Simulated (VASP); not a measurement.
# CdPtF3 (P-62m) in VASP: single point with PBE

Aim: the single point of CdPtF3 with PBE.

All numbers are computed with VASP 6.6.1; they aren't measurements. Logs are shortened: lines on timing, memory, paths and dates and some standing lists are left out, and cuts for length are marked.

### 1 The cell of the first run

Symmetry: P-62m, No. 189, hexagonal system. Conventional cell: a = 3.762 Å, b = 3.762 Å, c = 6.981 Å, α = 90.00°, β = 90.00°, γ = 120.00°. Cd (site symmetry -62m) has 6 F at 1.80 to 1.96 Å within 2.4 Å. Pt (site symmetry -62m) has 2 Cd at 3.49 Å and 6 Pt at 3.76 Å and 24 F at 3.93 to 4.78 Å within 4.8 Å. Within 2.4 Å of F (site symmetry m2m) lie 2 Cd at 1.80 to 1.96 Å and 4 F at 1.89 Å.

The cell was generated, and may not be a known phase.

### 2 Single point, PBE

The input, INCAR:

```
SYSTEM = CdPtF3
PREC = Accurate
ENCUT = 520
EDIFF = 1E-6
ISMEAR = 0
SIGMA = 0.1
LREAL = .FALSE.
LASPH = .TRUE.
NELM = 100
ALGO = Normal
ISIF = 2
LWAVE = .FALSE.
LCHARG = .FALSE.
GGA = PE
NBANDS = 30
```

The input, KPOINTS:

```
regular mesh
0
G
  6 6 4
  0 0 0
```

The input, POSCAR:

```
CdPtF3
1.0
    3.7623323100      0.0000000000      0.0000000000
   -1.8811661600      3.2582753600      0.0000000000
    0.0000000000      0.0000000000      6.9807271600
Cd Pt F
1 1 3
Direct
    0.0000000000      0.0000000000      0.5000000000
    0.0000000000      0.0000000000      0.0000000000
    0.5209967500      0.0000000000      0.5000000000
    0.0000000000      0.5209967500      0.5000000000
    0.4790032500      0.4790032500      0.5000000000
```

Potentials or basis: VASP PAW PBE potentials, release 64 (Cd, Pt, F).

The run is started by

```
$ cat potpaw_PBE.64/Cd/POTCAR potpaw_PBE.64/Pt/POTCAR potpaw_PBE.64/F/POTCAR > POTCAR
$ mpirun -np 1 vasp_std > vasp.out
```

OUTCAR:

```text
SYSTEM = CdPtF3
   PREC = Accurate
   ENCUT = 520
   EDIFF = 1E-6
   ISMEAR = 0
   LREAL = .FALSE.
   LASPH = .TRUE.
   NELM = 100
   ISIF = 2
   GGA = PE

 ion  position               nearest neighbor table
   1  0.000  0.000  0.500-   5 1.80   3 1.80   4 1.80   5 1.96   3 1.96   4 1.96   2 3.49   2 3.49

   2  0.000  0.000  0.000-   1 3.49   1 3.49
   3  0.521  0.000  0.500-   1 1.80   4 1.89   4 1.89   5 1.89   5 1.89   1 1.96
   4  0.000  0.521  0.500-   1 1.80   3 1.89   5 1.89   3 1.89   5 1.89   1 1.96
   5  0.479  0.479  0.500-   1 1.80   4 1.89   4 1.89   3 1.89   3 1.89   1 1.96

  LATTYP: Found a hexagonal cell.
 ALAT       =     3.7623323100
 C/A-ratio  =     1.8554254608

  Lattice vectors:

 A1 = (   3.7623323100,   0.0000000000,   0.0000000000)
 A2 = (  -1.8811661600,   3.2582753600,   0.0000000000)
 A3 = (   0.0000000000,   0.0000000000,   6.9807271600)

Analysis of symmetry for initial positions (statically):
=====================================================================
 Subroutine PRICEL returns:
 Original cell was already a primitive cell.

 Routine SETGRP: Setting up the symmetry group for a
 hexagonal supercell.

 Subroutine GETGRP returns: Found 12 space group operations
 (whereof 12 operations were pure point group operations)
 out of a pool of 24 trial point group operations.

The static configuration has the point symmetry D_3h.

Analysis of symmetry for dynamics (positions and initial velocities):
=====================================================================
 Subroutine PRICEL returns:
 Original cell was already a primitive cell.

 Routine SETGRP: Setting up the symmetry group for a
 hexagonal supercell.

 Subroutine GETGRP returns: Found 12 space group operations
 (whereof 12 operations were pure point group operations)
 out of a pool of 24 trial point group operations.

The dynamic configuration has the point symmetry D_3h.

 Subroutine INISYM returns: Found 12 space group operations
 (whereof 12 operations are pure point group operations),
 and found     1 'primitive' translations

----------------------------------------------------------------------------------------

                                     Primitive cell

  volume of cell :      85.5747

  direct lattice vectors                    reciprocal lattice vectors
     3.762332310  0.000000000  0.000000000     0.265792577  0.153455416  0.000000000
    -1.881166160  3.258275360  0.000000000     0.000000000  0.306910832  0.000000000
     0.000000000  0.000000000  6.980727160     0.000000000  0.000000000  0.143251552

  length of vectors
     3.762332310  3.762332314  6.980727160     0.306910832  0.306910832  0.143251552

  position of ions in fractional coordinates (direct lattice)
     0.000000000  0.000000000  0.500000000
     0.000000000  0.000000000  0.000000000
     0.520996750  0.000000000  0.500000000
     0.000000000  0.520996750  0.500000000
     0.479003250  0.479003250  0.500000000

  ion indices of the primitive-cell ions
   primitive index   ion index
                 1           1
                 2           2
                 3           3
                 4           4
                 5           5

----------------------------------------------------------------------------------------

 KPOINTS: regular mesh

Automatic generation of k-mesh.
 Grid dimensions read from file:
 generate k-points for:    6    6    4

 Generating k-lattice:

  Cartesian coordinates                     Fractional coordinates (reciprocal lattice)
     0.044298763  0.025575903  0.000000000     0.166666667  0.000000000  0.000000000
     0.000000000  0.051151805  0.000000000     0.000000000  0.166666667  0.000000000
     0.000000000  0.000000000  0.035812888     0.000000000  0.000000000  0.250000000

  Length of vectors
     0.051151805  0.051151805  0.035812888

  Shift w.r.t. Gamma in fractional coordinates (k-lattice)
     0.000000000  0.000000000  0.000000000

 Subroutine IBZKPT returns following result:
 ===========================================

 Found     21 irreducible k-points:

 Following reciprocal coordinates:
            Coordinates               Weight
  0.000000  0.000000  0.000000      1.000000
  0.166667  0.000000  0.000000      6.000000
  0.333333  0.000000  0.000000      6.000000
  0.500000  0.000000  0.000000      3.000000
  0.166667  0.166667  0.000000      6.000000
  0.333333  0.166667  0.000000     12.000000
[... 13 lines left out ...]
  0.333333  0.166667  0.500000     12.000000
  0.333333  0.333333  0.500000      2.000000
   k-points           NKPTS =     21   k-points in BZ     NKDIM =     21   number of bands    NBANDS=     30
   number of dos      NEDOS =    301   number of ions     NIONS =      5
   total plane-waves  NPLWV =  42336
   dimension x,y,z NGX =    28 NGY =   28 NGZ =   54
   dimension x,y,z NGXF=    56 NGYF=   56 NGZF=  108
   ions per type =               1   1   3
   NGX,Y,Z   is equivalent  to a cutoff of  12.37, 12.37, 12.86 a.u.
   NGXF,Y,Z  is equivalent  to a cutoff of  24.74, 24.74, 25.72 a.u.
 SYSTEM =  CdPtF3
   PREC   = accura    normal or accurate (medium, high low for compatibility)
   ISTART =      0    job   : 0-new  1-cont  2-samecut
   ICHARG =      2    charge: 1-file 2-atom 10-const
   ISPIN  =      1    spin polarized calculation?
   LNONCOLLINEAR =      F non collinear calculations
   LSORBIT =      F    spin-orbit coupling
   LASPH  =      T    aspherical Exc in radial PAW
   ENCUT  =  520.0 eV  38.22 Ry    6.18 a.u.   7.00  7.00 12.98*2*pi/ulx,y,z
   NELM   =    100;   NELMIN=  2; NELMDL= -5     # of ELM steps
   EDIFF  = 0.1E-05   stopping-criterion for ELM
   LREAL  =      F    real-space projection
   EDIFFG = 0.1E-04   stopping-criterion for IOM
   NSW    =      0    number of steps for IOM
   IBRION =     -1    ionic relax: 0-MD 1-quasi-New 2-CG
   NFREE  =      0    steps in history (QN), initial steepest desc. (CG)
   ISIF   =      2    stress and relaxation
   ISYM   =      2    0-nonsym 1-usesym 2-fastsym
   POTIM  = 0.5000    time-step for ionic-motion
   TEBEG  =    0.0;   TEEND  =   0.0 temperature during run
   PSTRESS=    0.0 pullay stress
   NELECT =      43.0000    total number of electrons
   NUPDOWN=      -1.0000    fix difference up-down
   EMIN   =  10.00;   EMAX   =-10.00  energy-range for DOS
   EFERMI =   0.00;   METHOD = LEGACY
   ISMEAR =     0;   SIGMA  =   0.10  broadening in eV -4-tet -1-fermi 0-gaus
   EFERMI_NEDOS =   21; number of points for ismear=-14 and -15
   IALGO  =     38    algorithm
   IMIX   =      4    mixing-type and parameters
     AMIX     =   0.40;   BMIX     =  1.00
     AMIX_MAG =   1.60;   BMIX_MAG =  1.00
  volume/ion in A,a.u.               =      17.11       115.50
  Fermi-wavevector in a.u.,A,eV,Ry     =   1.301515  2.459506 23.047464  1.693941
  Thomas-Fermi vector in A             =   2.432643
   LORBIT       =      0    0 simple, 1 ext, 2 COOP (PROOUT), +10 PAW based schemes
   GGA     = PE    functional components
   LHFCALC =     F    Hartree Fock is set to
   AEXX    =    0.0000 exact exchange contribution
   IVDW    =     0    specifies the selected vdW correction
   LEPSILON=     F    determine dielectric tensor
   LRPA    =     F    only Hartree local field effects (RPA)
 non-spin polarized calculation
 Gauss-broadening in eV      SIGMA  =   0.10
  energy-cutoff  :      520.00
  volume of cell :       85.57
 maximum number of plane-waves:      2324
 NGX is ok and might be reduce to    28
   NGX = 13   NGY = 13   NGZ = 25

 number of electron      43.0000023 magnetization

 Free energy of the ion-electron system (eV)
  ---------------------------------------------------
  ext. energy  EPLUGINS =         0.00000000
  ---------------------------------------------------
  free energy    TOTEN  =        -3.67570073 eV

  energy without entropy =       -3.60691197  energy(sigma->0) =       -3.64130635

 E-fermi :   0.8609     XC(G=0):  -9.2838

 val. band max:        0.8592449292   @ k =   0.1667   0.1667   0.0000
 cond. band min:       0.8640499958   @ k =   0.3333   0.0000   0.2500
 fundamental gap:      0.0048050666
 Fermi energy:         0.8609230338

 k-point     1 :       0.0000    0.0000    0.0000
  band No.  band energies     occupation
      1     -26.1301      2.00000
      2     -22.0764      2.00000
      3     -22.0764      2.00000
      4      -8.7869      2.00000
      5      -7.6555      2.00000
      6      -7.6555      2.00000
[... 22 lines left out ...]
     29      13.3315      0.00000
     30      14.7982      0.00000

 k-point     2 :       0.1667    0.0000    0.0000
  band No.  band energies     occupation
      1     -25.8891      2.00000
      2     -22.3790      2.00000
      3     -21.9917      2.00000
      4      -9.0296      2.00000
      5      -8.4644      2.00000
      6      -8.0079      2.00000
[... 22 lines left out ...]
     29      13.3602      0.00000
     30      14.6073      0.00000

 k-point     3 :       0.3333    0.0000    0.0000
  band No.  band energies     occupation
      1     -25.2350      2.00000
      2     -23.1381      2.00000
      3     -21.8144      2.00000
      4     -10.4641      2.00000
      5      -9.5124      2.00000
      6      -7.9222      2.00000
[... 22 lines left out ...]
     29      12.5443      0.00000
     30      13.1061      0.00000

 k-point     4 :       0.5000    0.0000    0.0000
  band No.  band energies     occupation
      1     -24.5799      2.00000
      2     -23.8369      2.00000
      3     -21.7215      2.00000
      4     -11.0211      2.00000
      5      -9.9877      2.00000
      6      -8.1048      2.00000
[... 517 lines left out ...]
     29      12.2129      0.00000
     30      12.9281      0.00000

 k-point    20 :       0.3333    0.1667    0.5000
  band No.  band energies     occupation
      1     -24.6972      2.00000
      2     -23.5926      2.00000
      3     -21.8891      2.00000
      4     -10.5949      2.00000
      5      -9.8029      2.00000
      6      -7.9856      2.00000
[... 22 lines left out ...]
     29      11.7334      0.00000
     30      12.8481      0.00000

 k-point    21 :       0.3333    0.3333    0.5000
  band No.  band energies     occupation
      1     -24.0783      2.00000
      2     -24.0783      2.00000
      3     -22.0453      2.00000
      4      -9.8840      2.00000
      5      -9.8840      2.00000
      6      -9.2585      2.00000
[... 22 lines left out ...]
     29      10.0572      0.00000
     30      13.3823      0.00000

------------------------ aborting loop because EDIFF is reached ----------------------------------------

  FORCE on cell =-STRESS in cart. coord.  units (eV):
  Direction    XX          YY          ZZ          XY          YZ          ZX
  --------------------------------------------------------------------------------------
  -------------------------------------------------------------------------------------
  Total       48.8606250     48.8606250     -0.7996347     -0.0000001     -0.0000000      0.0000000
  in kB      914.7954581    914.7954593    -14.9711996     -0.0000014     -0.0000000      0.0000000
  external PRESSURE =     604.8732393 kB  Pullay stress =       0.0000000 kB

 VOLUME and BASIS-vectors are now :
 -----------------------------------------------------------------------------
  energy-cutoff  :      520.00
  volume of cell :       85.57
      direct lattice vectors                 reciprocal lattice vectors
     3.762332310  0.000000000  0.000000000     0.265792577  0.153455416  0.000000000
    -1.881166160  3.258275360  0.000000000     0.000000000  0.306910832  0.000000000
     0.000000000  0.000000000  6.980727160     0.000000000  0.000000000  0.143251552

 POSITION                                       TOTAL-FORCE (eV/Angst)
 -----------------------------------------------------------------------------------
      0.00000      0.00000      3.49036        -0.000000      0.000000      0.000000
      0.00000      0.00000      0.00000        -0.000000      0.000000      0.000000
      1.96016      0.00000      3.49036        -3.385314      0.000000      0.000000
     -0.98008      1.69755      3.49036         1.692657     -2.931768      0.000000
      0.90108      1.56072      3.49036         1.692657      2.931768      0.000000
 -----------------------------------------------------------------------------------
    total drift:                               -0.000006     -0.000010     -0.000000

  FREE ENERGIE OF THE ION-ELECTRON SYSTEM (eV)
  ---------------------------------------------------
  free  energy   TOTEN  =        -3.6757007312 eV

  energy  without entropy=       -3.6069119680  energy(sigma->0) =       -3.64130635
```

Wall time 56 s (1 thread of Intel Xeon Platinum 8488C (Sapphire Rapids), shared host); peak memory 0.22 GiB.

What came out:

```
Free energy            : -3.6757 eV
Pressure               : 60.5 GPa
Largest force          : 3.385 eV/Å
Band gap on the k mesh : zero (an odd number of electrons rules out a gap without spin polarisation)
```

Forces on the atoms (eV/Å):
```
Cd   0.000  0.000  0.000
Pt   0.000  0.000  0.000
F   -3.385  0.000  0.000
F    1.693 -2.932  0.000
F    1.693  2.932  0.000
```

Caveat: the stress differs along the axes, from -1 to 91 GPa; spin-orbit coupling is left out, which moves the levels of the heavy elements; an odd number of electrons without spin polarisation forces a metal; a magnetic or distorted state may lie lower.
